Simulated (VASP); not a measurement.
# HfTl2F6: single point with r2SCAN

HfTl2F6:

```
CELL_PARAMETERS angstrom
0.00000 4.36970 4.36970
4.36970 0.00000 4.36970
4.36970 4.36970 0.00000
ATOMIC_POSITIONS crystal
Tl 0.25000 0.25000 0.25000
Tl 0.75000 0.75000 0.75000
Hf 0.00000 0.00000 0.00000
F 0.22868 0.77132 0.77132
F 0.22868 0.77132 0.22868
F 0.77132 0.22868 0.77132
F 0.77132 0.22868 0.22868
F 0.77132 0.77132 0.22868
F 0.22868 0.22868 0.77132
```

```yaml
Program: VASP 6.6.1
Task: single point
Functional: r2SCAN
Potentials_or_basis: VASP PAW PBE potentials, release 64 (Tl_d, Hf_pv, F)
Cutoff: 520 eV
k_mesh: 6 × 6 × 6
Occupations: gaussian, width 0.01 eV
Spin: no spin polarisation
```

```json
{
  "Pressure": "-1.0 GPa",
  "Largest force": "0.207 eV/Å",
  "Band gap on the k mesh": "5.29 eV, direct"
}
```

Forces in eV/Å, atoms in the order of the input:
```
Tl   0.000  0.000  0.000
Tl   0.000  0.000  0.000
Hf   0.000  0.000  0.000
F    0.207  0.000  0.000
F    0.000 -0.207  0.000
F    0.000  0.207  0.000
F   -0.207  0.000  0.000
F    0.000  0.000  0.207
F    0.000  0.000 -0.207
```

Levels at points of the mesh, in eV from the valence-band top:
| k point | band 36 | band 37 | band 38 | band 39 | band 40 | band 41 | band 42 | band 43 |
| --- | --- | --- | --- | --- | --- | --- | --- | --- |
| (0.00, 0.00, 0.00) | -1.22 | -1.21 | -1.21 | -1.21 | 7.41 | 7.41 | 7.41 | 7.48 |
| (0.50, 0.00, 0.00) | -1.35 | -1.31 | -0.61 | -0.20 | 6.38 | 6.80 | 7.33 | 7.33 |
| (0.50, 0.50, 0.00) | -1.47 | -1.20 | -0.23 | 0.00 | 5.29 | 6.47 | 6.47 | 7.32 |

Wall time 17 min on 1 thread of Oxide Virtual Turin-like Processor, on a shared host, peak memory 0.4 GiB.

Caveat: the PAW data sets were made with another functional, which shifts forces and pressure a little; spin-orbit coupling is left out, which moves the levels of the heavy elements. A k mesh can miss the band edges.
